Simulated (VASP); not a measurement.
Runs of VASP 6.6.1 on Ti. The structure is that of space group P6_3/mmc (No. 194), or close to it. The cells are those of the table. 

| task | cell | cutoff (eV) | gap on the mesh (eV) | pressure (GPa) |
| --- | --- | --- | --- | --- |
| single point | a = 2.960, b = 2.960, c = 4.702 Å, angles 90.0, 90.0, 120.0°, 2 atoms | 520 | none | -2.8 |
| single point | a = 2.950, b = 2.950, c = 4.733 Å, angles 90.0, 90.0, 120.0°, 2 atoms | 520 | none | (a) |
| single point | a = 2.920, b = 2.920, c = 4.686 Å, angles 90.0, 90.0, 120.0°, 2 atoms | 520 | none | 0.3 |
| electric field gradients | a = 2.910, b = 2.910, c = 4.623 Å, angles 90.0, 90.0, 120.0°, 2 atoms | 520 | none | (c) |
| electric field gradients | a = 3.009, b = 3.009, c = 4.686 Å, angles 90.0, 90.0, 120.0°, 2 atoms | 400 | none | -6.3 |
| single point | a = 2.950, b = 2.950, c = 4.545 Å, angles 90.0, 90.0, 120.0°, 2 atoms | 520 | none | (b) |
| electric field gradients | a = 2.950, b = 2.950, c = 4.545 Å, angles 90.0, 90.0, 120.0°, 2 atoms | 520 | none | 1.6 |
| electric field gradients | a = 2.920, b = 2.920, c = 4.686 Å, angles 90.0, 90.0, 120.0°, 2 atoms | 400 | none | -0.4 |

Alike in all rows: level PBE; potentials or basis VASP PAW PBE potentials, release 64 (Ti_sv); no spin polarisation; k mesh 13 × 13 × 7; smearing fermi-dirac 0.08 eV.

**Question.** Estimate the missing entries.

**Answer.** (a) -2.9; (b) 1.7; (c) 2.8.

Caveats: the cell stands under tension (at least some runs).

A gap of «none» marks levels without a gap at the run's occupations.
